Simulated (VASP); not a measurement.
Wanted: the native input for a VASP 6.6.1 run.

- Task: single point
- Functional: r2SCAN
- Potentials or basis: VASP PAW PBE potentials, release 64 (Mg, O)
- Cutoff: 520 eV
- k mesh: 10 × 10 × 10
- Occupations: gaussian, width 0.01 eV
- Spin: no spin polarisation
- Dipole correction: no
- Further INCAR settings: ALGO = Normal; EDIFF = 1e-06; NBANDS = 11

MgO:

```xyz
2
Lattice="-0.0526 2.1022 2.1022 2.1022 -0.0526 2.1022 2.0496 2.0496 0.0000" Properties=species:S:1:pos:R:3 pbc="T T T"
Mg    0.0000    0.0000    0.0000
O     2.0496    2.0496    2.1022
```

This cell differs from its parent crystal: shear xy strain -5.0%.

These files were run (other wordings do the same):

POSCAR

```
MgO
1.0
   -0.0525541854      2.1021674158      2.1021674158
    2.1021674158     -0.0525541854      2.1021674158
    2.0496132304      2.0496132304      0.0000000000
Mg O
1 1
Direct
    0.0000000000      0.0000000000      0.0000000000
    0.5000000000      0.5000000000      0.5000000000
```

INCAR.step1

```
SYSTEM = MgO
  PREC = Accurate
  ENCUT = 520
  ISMEAR = 0
  SIGMA = 0.01
  LREAL = .False.
  LASPH = .True.
  NELM = 80
  NBANDS = 11
  GGA = PE
  ALGO = Normal
  EDIFF = 1E-4
  LWAVE = .True.
  LCHARG = .False.
```

INCAR.step2

```
SYSTEM = MgO
  PREC = Accurate
  ENCUT = 520
  EDIFF = 1E-6
  ISMEAR = 0
  SIGMA = 0.01
  LREAL = .False.
  LASPH = .True.
  NELM = 80
  ALGO = Normal
  ISIF = 2
  LWAVE = .False.
  LCHARG = .False.
  METAGGA = R2SCAN
  LMIXTAU = .True.
  NBANDS = 11
  ISTART = 1
```

KPOINTS

```
Automatic mesh
0
Gamma
  10 10 10
  0 0 0
```

Potentials or basis: VASP PAW PBE potentials, release 64 (Mg, O).

Command:

```bash
$ cat potpaw_PBE.64/Mg/POTCAR potpaw_PBE.64/O/POTCAR > POTCAR
$ cp INCAR.step1 INCAR
$ mpirun -np 1 vasp_std > vasp.out
$ cp INCAR.step2 INCAR
$ mpirun -np 1 vasp_std > vasp.out
```

It gave:

```
Pressure               : -1.0 GPa
Band gap on the k mesh : 5.43 eV, direct
```

Caveat: the cell differs from its parent crystal (shear xy strain -5.0%); the PAW data sets were made with another functional, which shifts forces and pressure a little.

Run time: 61 s on 1 thread of Intel(R) Xeon(R) Platinum 8559C (Emerald Rapids), with other jobs on the host, peak memory 0.17 GiB.
